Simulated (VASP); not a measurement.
# PbO (P4/nmm) in VASP: a series of runs

The runs below take PbO through electric field gradients, with PBE.

Everything below comes from runs of VASP 6.6.1. Logs are shortened: lines on timing, memory, paths and dates and some standing lists are left out, and cuts for length are marked.

## 1. The cell of the first run

The structure is tetragonal, space group P4/nmm (No. 129). Conventional cell: a = 3.974 Å, b = 3.974 Å, c = 5.022 Å, α = 90.00°, β = 90.00°, γ = 90.00°. Within 3.1 Å of Pb (site symmetry 4mm) lie 4 O at 2.31 Å. Within 3.1 Å of O (site symmetry -4m2) lie 4 Pb at 2.31 Å and 4 O at 2.81 Å.

## 2. Electric field gradients, PBE

INCAR reads:

```
ALGO = Normal
EDIFF = 1E-8
ENCUT = 520
GGA = PE
ISIF = 2
ISMEAR = -1
LASPH = T
LCHARG = F
LEFG = T
LREAL = F
LWAVE = F
NBANDS = 28
NELM = 100
PREC = Accurate
SIGMA = 0.03
```

KPOINTS reads:

```
k-points
0
Gamma
  8 8 6
```

POSCAR reads:

```
PbO
1.0
    3.9744000000      0.0000000000      0.0000000000
    0.0000000000      3.9744000000      0.0000000000
    0.0000000000      0.0000000000      5.0220000000
Pb O
2 2
Direct
    0.0000000000      0.5000000000      0.2351000000
    0.5000000000      0.0000000000      0.7649000000
    0.0000000000      0.0000000000      0.0000000000
    0.5000000000      0.5000000000      0.0000000000
```

Potentials or basis: VASP PAW PBE potentials, release 64 (Pb_d, O).

Command:

```
> cat potpaw_PBE.64/Pb_d/POTCAR potpaw_PBE.64/O/POTCAR > POTCAR
> mpirun -np 1 vasp_std > vasp.out
```

OUTCAR:

```text
EDIFF = 1E-8
   ENCUT = 520
   GGA = PE
   ISIF = 2
   ISMEAR = -1
   LASPH = T
   LREAL = F
   NELM = 100
   PREC = Accurate

 ion  position               nearest neighbor table
   1  0.000  0.500  0.235-   3 2.31   4 2.31   3 2.31   4 2.31   2 3.67   2 3.67   2 3.67   2 3.67
                             2 3.87   2 3.87   2 3.87   2 3.87
   2  0.500  0.000  0.765-   3 2.31   4 2.31   4 2.31   3 2.31   1 3.67   1 3.67   1 3.67   1 3.67
                             1 3.87   1 3.87   1 3.87   1 3.87
   3  0.000  0.000  0.000-   1 2.31   2 2.31   1 2.31   2 2.31
   4  0.500  0.500  0.000-   1 2.31   2 2.31   2 2.31   1 2.31

  LATTYP: Found a simple tetragonal cell.
 ALAT       =     3.9744000000
 C/A-ratio  =     1.2635869565

  Lattice vectors:

 A1 = (   3.9744000000,   0.0000000000,   0.0000000000)
 A2 = (   0.0000000000,   3.9744000000,   0.0000000000)
 A3 = (   0.0000000000,   0.0000000000,   5.0220000000)

Analysis of symmetry for initial positions (statically):
=====================================================================
 Subroutine PRICEL returns:
 Original cell was already a primitive cell.

 Routine SETGRP: Setting up the symmetry group for a
 simple tetragonal supercell.

 Subroutine GETGRP returns: Found 16 space group operations
 (whereof  8 operations were pure point group operations)
 out of a pool of 16 trial point group operations.

The static configuration has the point symmetry D_2d.
 The point group associated with its full space group is D_4h.

Analysis of symmetry for dynamics (positions and initial velocities):
=====================================================================
 Subroutine PRICEL returns:
 Original cell was already a primitive cell.

 Routine SETGRP: Setting up the symmetry group for a
 simple tetragonal supercell.

 Subroutine GETGRP returns: Found 16 space group operations
 (whereof  8 operations were pure point group operations)
 out of a pool of 16 trial point group operations.

The dynamic configuration has the point symmetry D_2d.
 The point group associated with its full space group is D_4h.

 Subroutine INISYM returns: Found 16 space group operations
 (whereof  8 operations are pure point group operations),
 and found     1 'primitive' translations

----------------------------------------------------------------------------------------

                                     Primitive cell

  volume of cell :      79.3268

  direct lattice vectors                    reciprocal lattice vectors
     3.974400000  0.000000000  0.000000000     0.251610306  0.000000000  0.000000000
     0.000000000  3.974400000  0.000000000     0.000000000  0.251610306  0.000000000
     0.000000000  0.000000000  5.022000000     0.000000000  0.000000000  0.199123855

  length of vectors
     3.974400000  3.974400000  5.022000000     0.251610306  0.251610306  0.199123855

  position of ions in fractional coordinates (direct lattice)
     0.000000000  0.500000000  0.235100000
     0.500000000  0.000000000  0.764900000
     0.000000000  0.000000000  0.000000000
     0.500000000  0.500000000  0.000000000

  ion indices of the primitive-cell ions
   primitive index   ion index
                 1           1
                 2           2
                 3           3
                 4           4

----------------------------------------------------------------------------------------

 KPOINTS: k-points

Automatic generation of k-mesh.
 Grid dimensions read from file:
 generate k-points for:    8    8    6

 Generating k-lattice:

  Cartesian coordinates                     Fractional coordinates (reciprocal lattice)
     0.031451288  0.000000000  0.000000000     0.125000000  0.000000000  0.000000000
     0.000000000  0.031451288  0.000000000     0.000000000  0.125000000  0.000000000
     0.000000000  0.000000000  0.033187309     0.000000000  0.000000000  0.166666667

  Length of vectors
     0.031451288  0.031451288  0.033187309
[... 43 lines left out ...]
   NGXF,Y,Z  is equivalent  to a cutoff of  25.10, 25.10, 26.48 a.u.
 SYSTEM =  unknown system
   PREC   = accura    normal or accurate (medium, high low for compatibility)
   ISTART =      0    job   : 0-new  1-cont  2-samecut
   ICHARG =      2    charge: 1-file 2-atom 10-const
   ISPIN  =      1    spin polarized calculation?
   LNONCOLLINEAR =      F non collinear calculations
   LSORBIT =      F    spin-orbit coupling
   LASPH  =      T    aspherical Exc in radial PAW
   ENCUT  =  520.0 eV  38.22 Ry    6.18 a.u.   7.39  7.39  9.34*2*pi/ulx,y,z
   NELM   =    100;   NELMIN=  2; NELMDL= -5     # of ELM steps
   EDIFF  = 0.1E-07   stopping-criterion for ELM
   LREAL  =      F    real-space projection
   EDIFFG = 0.1E-06   stopping-criterion for IOM
   NSW    =      0    number of steps for IOM
   IBRION =     -1    ionic relax: 0-MD 1-quasi-New 2-CG
   NFREE  =      0    steps in history (QN), initial steepest desc. (CG)
   ISIF   =      2    stress and relaxation
   ISYM   =      2    0-nonsym 1-usesym 2-fastsym
   POTIM  = 0.5000    time-step for ionic-motion
   TEBEG  =    0.0;   TEEND  =   0.0 temperature during run
   PSTRESS=    0.0 pullay stress
   NELECT =      40.0000    total number of electrons
   NUPDOWN=      -1.0000    fix difference up-down
   EMIN   =  10.00;   EMAX   =-10.00  energy-range for DOS
   EFERMI =   0.00;   METHOD = LEGACY
   ISMEAR =    -1;   SIGMA  =   0.03  broadening in eV -4-tet -1-fermi 0-gaus
   EFERMI_NEDOS =   21; number of points for ismear=-14 and -15
   IALGO  =     38    algorithm
   IMIX   =      4    mixing-type and parameters
     AMIX     =   0.40;   BMIX     =  1.00
     AMIX_MAG =   1.60;   BMIX_MAG =  1.00
  volume/ion in A,a.u.               =      19.83       133.83
  Fermi-wavevector in a.u.,A,eV,Ry     =   1.303031  2.462372 23.101207  1.697891
  Thomas-Fermi vector in A             =   2.434060
   LORBIT       =      0    0 simple, 1 ext, 2 COOP (PROOUT), +10 PAW based schemes
   GGA     = PE    functional components
   LHFCALC =     F    Hartree Fock is set to
   AEXX    =    0.0000 exact exchange contribution
   IVDW    =     0    specifies the selected vdW correction
   LEPSILON=     F    determine dielectric tensor
   LRPA    =     F    only Hartree local field effects (RPA)
 non-spin polarized calculation
  energy-cutoff  :      520.00
  volume of cell :       79.33
 maximum number of plane-waves:      2171
 NGX is ok and might be reduce to    30
   NGX = 15   NGY = 15   NGZ = 19

 number of electron      39.9999997 magnetization

 Free energy of the ion-electron system (eV)
  ---------------------------------------------------
  ext. energy  EPLUGINS =         0.00000000
  ---------------------------------------------------
  free energy    TOTEN  =       -21.41097151 eV

  energy without entropy =      -21.41097151  energy(sigma->0) =      -21.41097151

 E-fermi :   5.7725     XC(G=0):  -9.8371

 val. band max:        5.1796626997   @ k =   0.1250   0.0000   0.0000
 cond. band min:       6.4260397714   @ k =   0.5000   0.5000   0.0000
 fundamental gap:      1.2463770717
 Fermi energy:         5.7724514020

 k-point     1 :       0.0000    0.0000    0.0000
  band No.  band energies     occupation
      1     -13.2867      2.00000
      2     -12.7383      2.00000
      3     -10.8564      2.00000
      4     -10.8564      2.00000
      5     -10.7934      2.00000
      6     -10.7741      2.00000
[... 733 lines left out ...]
     27      14.6414      0.00000
     28      14.6414      0.00000

 [... further k-points ...]

------------------------ aborting loop because EDIFF is reached ----------------------------------------

  FORCE on cell =-STRESS in cart. coord.  units (eV):
  Direction    XX          YY          ZZ          XY          YZ          ZX
  --------------------------------------------------------------------------------------
  -------------------------------------------------------------------------------------
  Total        2.6158866      2.6158866      2.1203038      0.0000000     -0.0000000      0.0000000
  in kB       52.8335322     52.8335322     42.8241558      0.0000000     -0.0000000      0.0000000
  external PRESSURE =      49.4970734 kB  Pullay stress =       0.0000000 kB

 VOLUME and BASIS-vectors are now :
 -----------------------------------------------------------------------------
  energy-cutoff  :      520.00
  volume of cell :       79.33
      direct lattice vectors                 reciprocal lattice vectors
     3.974400000  0.000000000  0.000000000     0.251610306  0.000000000  0.000000000
     0.000000000  3.974400000  0.000000000     0.000000000  0.251610306  0.000000000
     0.000000000  0.000000000  5.022000000     0.000000000  0.000000000  0.199123855

 POSITION                                       TOTAL-FORCE (eV/Angst)
 -----------------------------------------------------------------------------------
      0.00000      1.98720      1.18067         0.000000      0.000000      0.495628
      1.98720      0.00000      3.84133         0.000000      0.000000     -0.495628
      0.00000      0.00000      0.00000         0.000000     -0.000000      0.000000
      1.98720      1.98720      0.00000        -0.000000      0.000000      0.000000
 -----------------------------------------------------------------------------------
    total drift:                                0.000000      0.000000     -0.000000

  FREE ENERGIE OF THE ION-ELECTRON SYSTEM (eV)
  ---------------------------------------------------
  free  energy   TOTEN  =       -21.4109715148 eV

  energy  without entropy=      -21.4109715147  energy(sigma->0) =      -21.41097151

 Electric field gradients (V/A^2)
---------------------------------------------------------------------
 ion       V_xx      V_yy      V_zz      V_xy      V_xz      V_yz
---------------------------------------------------------------------
   1     116.958   116.958  -233.916    -0.000    -0.000    -0.000
   2     116.958   116.958  -233.916    -0.000     0.000     0.000
   3       1.477     1.477    -2.954     0.000    -0.000     0.000
   4       1.477     1.477    -2.954    -0.000     0.000    -0.000
---------------------------------------------------------------------

 Electric field gradients after diagonalization (V/A^2)
 (convention: |V_zz| > |V_xx| > |V_yy|)
----------------------------------------------------------------------
 ion       V_xx      V_yy      V_zz     asymmetry (V_yy - V_xx)/ V_zz
----------------------------------------------------------------------
   1     116.958   116.958  -233.916       0.000
   2     116.958   116.958  -233.916       0.000
   3       1.477     1.477    -2.954       0.000
   4       1.477     1.477    -2.954       0.000
----------------------------------------------------------------------

           NMR quadrupolar parameters

 Cq : quadrupolar parameter    Cq=e*Q*V_zz/h
 eta: asymmetry parameters     (V_yy - V_xx)/ V_zz
 Q  : nuclear electric quadrupole moment in mb (millibarn)
----------------------------------------------------------------------
 ion       Cq(MHz)       eta       Q (mb)
----------------------------------------------------------------------
   1      -0.566       0.000       1.000
   2      -0.566       0.000       1.000
   3      -0.007       0.000       1.000
   4      -0.007       0.000       1.000
----------------------------------------------------------------------
```

It took 4.2 min on 1 thread of Intel Xeon 8259CL, shared host; peak memory 0.25 GiB.

What came out:

```
Free energy                             : -21.4110 eV
Pressure                                : 4.9 GPa
Largest force                           : 0.496 eV/Å
Band gap on the k mesh                  : 1.25 eV (least direct gap 2.32 eV)
Largest electric field gradient by atom : Pb -233.9; O -3.0 V/Å²
```

Forces on the atoms (eV/Å):
```
Pb   0.000  0.000  0.496
Pb   0.000  0.000 -0.496
O    0.000  0.000  0.000
O    0.000  0.000  0.000
```

Stress tensor (GPa, compression positive):
```
5.28 0.00 0.00
0.00 5.28 0.00
0.00 0.00 4.28
```

Electric field gradients, principal values (V/Å²):
| atom | least | middle | greatest (by size) |
| --- | --- | --- | --- |
| 1 Pb | 116.958 | 116.958 | -233.916 |
| 2 Pb | 116.958 | 116.958 | -233.916 |
| 3 O | 1.477 | 1.477 | -2.954 |
| 4 O | 1.477 | 1.477 | -2.954 |

Caveat: the cell stands under pressure; without QUAD_EFG the Cq values of the log hold for a quadrupole moment of 1 mb, not for the nuclei; spin-orbit coupling is left out, which moves the levels of the heavy elements. A k mesh can miss the band edges.

## 3. Electric field gradients, PBE

INCAR reads:

```
SYSTEM = PbO
PREC = Accurate
ENCUT = 520
EDIFF = 1E-8
ISMEAR = -1
SIGMA = 0.03
LREAL = .False.
LASPH = .True.
NELM = 60
ALGO = Normal
ISIF = 2
LWAVE = .False.
LCHARG = .False.
GGA = PE
LEFG = .True.
NBANDS = 28
```

KPOINTS reads:

```
regular mesh
0
Gamma
  8 8 6
  0 0 0
```

POSCAR is that of step 2.

Potentials or basis: VASP PAW PBE potentials, release 64 (Pb_d, O).

Command:

```
> cat potpaw_PBE.64/Pb_d/POTCAR potpaw_PBE.64/O/POTCAR > POTCAR
> mpirun -np 1 vasp_std > vasp.out
```

OUTCAR:

```text
SYSTEM = PbO
   PREC = Accurate
   ENCUT = 520
   EDIFF = 1E-8
   ISMEAR = -1
   LREAL = .False.
   LASPH = .True.
   NELM = 60
   ISIF = 2
   GGA = PE

 ion  position               nearest neighbor table
   1  0.000  0.500  0.235-   3 2.31   4 2.31   3 2.31   4 2.31   2 3.67   2 3.67   2 3.67   2 3.67
                             2 3.87   2 3.87   2 3.87   2 3.87
   2  0.500  0.000  0.765-   3 2.31   4 2.31   4 2.31   3 2.31   1 3.67   1 3.67   1 3.67   1 3.67
                             1 3.87   1 3.87   1 3.87   1 3.87
   3  0.000  0.000  0.000-   1 2.31   2 2.31   1 2.31   2 2.31
   4  0.500  0.500  0.000-   1 2.31   2 2.31   2 2.31   1 2.31

  LATTYP: Found a simple tetragonal cell.
 ALAT       =     3.9744000000
 C/A-ratio  =     1.2635869565
[... 977 lines left out ...]
---------------------------------------------------------------------
   1     116.958   116.958  -233.916    -0.000    -0.000    -0.000
   2     116.958   116.958  -233.916    -0.000     0.000     0.000
   3       1.477     1.477    -2.954     0.000    -0.000     0.000
   4       1.477     1.477    -2.954    -0.000     0.000    -0.000
---------------------------------------------------------------------

 Electric field gradients after diagonalization (V/A^2)
 (convention: |V_zz| > |V_xx| > |V_yy|)
----------------------------------------------------------------------
 ion       V_xx      V_yy      V_zz     asymmetry (V_yy - V_xx)/ V_zz
----------------------------------------------------------------------
   1     116.958   116.958  -233.916       0.000
   2     116.958   116.958  -233.916       0.000
   3       1.477     1.477    -2.954       0.000
   4       1.477     1.477    -2.954       0.000
----------------------------------------------------------------------

           NMR quadrupolar parameters

 Cq : quadrupolar parameter    Cq=e*Q*V_zz/h
 eta: asymmetry parameters     (V_yy - V_xx)/ V_zz
 Q  : nuclear electric quadrupole moment in mb (millibarn)
----------------------------------------------------------------------
 ion       Cq(MHz)       eta       Q (mb)
----------------------------------------------------------------------
   1      -0.566       0.000       1.000
   2      -0.566       0.000       1.000
   3      -0.007       0.000       1.000
   4      -0.007       0.000       1.000
----------------------------------------------------------------------
```

Wall time 4.4 min (1 thread of Intel Xeon 8259CL, shared host); peak memory 0.25 GiB.

Results:

| Quantity | Value |
| --- | --- |
| Free energy | -21.4110 eV |
| Pressure | 4.9 GPa |
| Largest force | 0.496 eV/Å |
| Band gap on the k mesh | 1.25 eV (least direct gap 2.32 eV) |
| Largest electric field gradient by atom | Pb -233.9; O -3.0 V/Å² |

Forces in eV/Å, atoms in the order of the input:
```
Pb   0.000  0.000  0.496
Pb   0.000  0.000 -0.496
O    0.000  0.000  0.000
O    0.000  0.000  0.000
```

Levels at points of the mesh, in eV from the valence-band top:
```
           k point  band 16  band 17  band 18  band 19  band 20  band 21  band 22  band 23  band 24  band 25
(0.00, 0.00, 0.00)    -4.33    -1.74    -1.71    -1.71    -0.01     2.36     5.45     5.69     5.69     6.63
(0.50, 0.00, 0.00)    -3.24    -3.06    -3.06    -1.66    -1.66     3.40     3.40     6.56     6.56     6.73
(0.50, 0.50, 0.00)    -3.47    -1.66    -1.66    -1.08    -1.08     1.25     1.25     5.31     5.31     7.88
(0.00, 0.00, 0.50)    -4.17    -1.77    -1.74    -1.74    -0.95     1.95     4.05     4.05     4.28     8.73
(0.50, 0.00, 0.50)    -3.71    -3.02    -3.02    -1.01    -1.01     3.08     3.08     6.37     6.37     7.37
(0.50, 0.50, 0.50)    -3.91    -2.23    -2.23    -1.08    -1.08     3.48     3.48     4.74     4.74     5.76
```

Electric field gradients, principal values (V/Å²):
```tsv
atom	least	middle	greatest (by size)
1 Pb	116.958	116.958	-233.916
2 Pb	116.958	116.958	-233.916
3 O	1.477	1.477	-2.954
4 O	1.477	1.477	-2.954
```

Caveat: the cell stands under pressure; without QUAD_EFG the Cq values of the log hold for a quadrupole moment of 1 mb, not for the nuclei; spin-orbit coupling is left out, which moves the levels of the heavy elements.
